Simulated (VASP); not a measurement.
Input of a VASP 6.6.1 run:

Contents of POSCAR:

```
SiC
1.0
    3.0753564100      0.0000000000      0.0000000000
   -1.5376782050      2.6633367767      0.0000000000
    0.0000000000      0.0000000000      5.0481087359
Si C
2 2
Direct
    0.3333333333      0.6666666667      0.4995917744
    0.6666666667      0.3333333333      0.9995917744
    0.3333333333      0.6666666667      0.8754082256
    0.6666666667      0.3333333333      0.3754082256
```

The input INCAR.step1:

```
  ALGO = Normal
  EDIFF = 1E-4
  ENCUT = 520
  GGA = PE
  ISMEAR = 0
  LASPH = True
  LCHARG = False
  LREAL = False
  LWAVE = True
  NBANDS = 16
  NELM = 60
  PREC = Accurate
  SIGMA = 0.01
```

Contents of INCAR.step2:

```
  ALGO = Normal
  EDIFF = 1E-7
  ENCUT = 520
  ISIF = 2
  ISMEAR = 0
  ISTART = 1
  LASPH = True
  LCHARG = False
  LMIXTAU = True
  LREAL = False
  LWAVE = False
  METAGGA = R2SCAN
  NBANDS = 16
  NELM = 60
  PREC = Accurate
  SIGMA = 0.01
```

Contents of KPOINTS:

```
k-points
0
Gamma
  12 12 6
```

Potentials or basis: VASP PAW PBE potentials, release 64 (Si, C).

The run is started by

```bash
$ cat potpaw_PBE.64/Si/POTCAR potpaw_PBE.64/C/POTCAR > POTCAR
$ cp INCAR.step1 INCAR
$ mpirun -np 1 vasp_std > vasp.out
$ cp INCAR.step2 INCAR
$ mpirun -np 1 vasp_std > vasp.out
```

**Question.** Predict the pressure.

**Answer.** -0.2 GPa.

**Question.** Estimate the band gap on the k mesh.

**Answer.** 2.66 eV (least direct gap 4.48 eV).

Caveat: the PAW data sets were made with another functional, which shifts forces and pressure a little. A k mesh can miss the band edges.
